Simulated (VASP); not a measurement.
Ti: single point with PBEsol

The system is Ti.

```xyz
1
Lattice="-1.7148 1.7148 1.6410 1.7148 -1.7148 1.6410 1.7148 1.7148 -1.6410" Properties=species:S:1:pos:R:3 pbc="T T T"
Ti    0.0000    0.0000    0.0000
```

This cell differs from its parent crystal: strain +0.0450 x Voigt [1, 1, 0, 0, 0, 0].

```
Program             : VASP 6.6.1
Task                : single point
Functional          : PBEsol
Potentials or basis : VASP PAW PBE potentials, release 64 (Ti_sv)
Cutoff              : 520 eV
k mesh              : 20 × 20 × 20
Occupations         : gaussian, width 0.15 eV
Spin                : no spin polarisation
```

```
Pressure               : -13.4 GPa
Band gap on the k mesh : zero (bands 6 and 7 overlap by 1.46 eV)
```

Stress tensor (GPa, compression positive):
```
-12.93   0.00   0.00
  0.00 -12.93   0.00
  0.00   0.00 -14.33
```

Levels at points of the mesh, in eV from the Fermi level:
| k point | band 3 | band 4 | band 5 | band 6 | band 7 | band 8 | band 9 | band 10 |
| --- | --- | --- | --- | --- | --- | --- | --- | --- |
| (0.00, 0.00, 0.00) | -32.58 | -32.58 | -5.71 | 0.70 | 0.98 | 0.98 | 2.25 | 2.58 |
| (0.50, 0.00, 0.00) | -32.74 | -32.59 | -2.22 | -0.43 | 0.97 | 2.43 | 2.82 | 3.73 |
| (0.50, 0.50, 0.00) | -32.72 | -32.57 | -2.24 | -0.09 | 0.70 | 2.18 | 2.62 | 3.70 |
| (0.50, 0.50, 0.50) | -32.92 | -32.89 | -1.83 | -1.74 | 3.41 | 3.41 | 3.48 | 7.16 |

It took 2.2 min on 1 thread of AMD EPYC 9R45 96-Core Processor (Zen 5) (shared host), peak memory 0.22 GiB.

Caveat: the cell differs from its parent crystal (strain +0.0450 x Voigt [1, 1, 0, 0, 0, 0]); the cell stands under tension; the PAW data sets were made with another functional, which shifts forces and pressure a little.
